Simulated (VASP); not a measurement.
Runs of VASP 6.6.1 on Gd. The structure is that of space group Im-3m (No. 229), or close to it. The cells are those of the table. 

| task | cell | cutoff (eV) | gap on the mesh (eV) | pressure (GPa) | moment (μB) |
| --- | --- | --- | --- | --- | --- |
| relaxation of cell and atoms | relaxed from a = 3.507 Å, angles 109.5°, 1 atom | 600 | none | 0.0 | 7.42 |
| single point | a = 2.743 Å, angles 109.5°, 1 atom | 520 | none | 60.8 | 6.74 |
| single point | a = 3.363 Å, angles 109.5°, 1 atom | 520 | none | (b) | 7.42 |
| single point | a = 2.869 Å, angles 109.5°, 1 atom | 520 | none | 38.7 | 7.00 |
| single point | a = 3.037 Å, angles 109.5°, 1 atom | 520 | none | 20.0 | (a) |

Alike in all rows: level LDA; potentials or basis VASP PAW PBE potentials, release 64 (Gd); spin collinear, ferromagnetic start; k mesh 9 × 9 × 9; smearing gaussian 0.05 eV.

Problem. Estimate the missing entries.

Solution. (a) 7.35; (b) -0.1.

Caveats: the PAW data sets were made with another functional, which shifts forces and pressure a little; spin-orbit coupling is left out, which moves the levels of the heavy elements.

A k mesh can miss the band edges, and the runs leave out spin-orbit coupling on Gd.

A gap of «none» marks levels without a gap at the run's occupations.
